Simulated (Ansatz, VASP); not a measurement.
# BeS: VASP beside Ansatz

Contents of POSCAR:

```
BeS
1.0
    0.0000000000      2.4977500000      2.4250000000
    2.4977500000      0.0000000000      2.4250000000
    2.4977500000      2.4977500000      0.0000000000
Be S
1 1
Direct
    0.0000000000      0.0000000000      0.0000000000
    0.7500000000      0.7500000000      0.7500000000
```

File INCAR.step1:

```
ALGO = Normal ; EDIFF = 1E-4
ENCUT = 520 ; GGA = PE
ISMEAR = 0 ; LASPH = True
LCHARG = False ; LREAL = False
LWAVE = True ; NBANDS = 11
NELM = 100 ; PREC = Accurate
SIGMA = 0.05
```

The input INCAR.step2:

```
ALGO = Normal ; EDIFF = 1E-6
ENCUT = 520 ; ISIF = 2
ISMEAR = 0 ; ISTART = 1
LASPH = True ; LCHARG = False
LMIXTAU = True ; LREAL = False
LWAVE = False ; METAGGA = R2SCAN
NBANDS = 11 ; NELM = 100
PREC = Accurate ; SIGMA = 0.05
```

Contents of KPOINTS:

```
k-points
0
Gamma
  8 8 8
```

Input for Ansatz:

```yaml
crystal:
  lattice:
    - [0.0, 2.49775, 2.425]
    - [2.49775, 0.0, 2.425]
    - [2.49775, 2.49775, 0.0]
  atoms:
    - { symbol: Be, position: [0.0, 0.0, 0.0] }
    - { symbol: S, position: [0.75, 0.75, 0.75] }
basis:
  ecutwfc: 500
kpoints:
  mp_grid: { grid: [8, 8, 8] }
hamiltonian:
  xc: r2scan
scf:
  occupations: { method: gaussian, width: 0.05 }
output:
  forces: true
  stress: true
  eigenvalues: true
```

Change from the starting cell: strain +0.030 along x and y, +0.000 along z, atoms carried along.

Alike in both runs: task single point; functional r2SCAN; k mesh 8 × 8 × 8; occupations gaussian, width 0.05 eV; no spin polarisation.

```csv
,VASP,Ansatz
version,VASP 6.6.1,Ansatz 0.2.0
potentials or method,"VASP PAW PBE potentials, release 64 (Be, S), cutoff 520 eV","scalar-relativistic, plane waves, PAW"
valence electrons in the cell,8,8
```

|  | VASP | Ansatz | Ansatz less VASP |
| --- | --- | --- | --- |
| gap on the k mesh at the Fermi level (eV) | 3.46 | 3.45 | -0.010 |
| least direct gap on the mesh (eV) | 6.06 | 6.06 | -0.005 |
| pressure (GPa) | -4.0 | -4.3 | -0.22 |
| traceless stress, the component that is largest in VASP (GPa) | 1.80 | 1.83 | +0.024 |

VASP's potentials were made for PBE, not for r2SCAN.
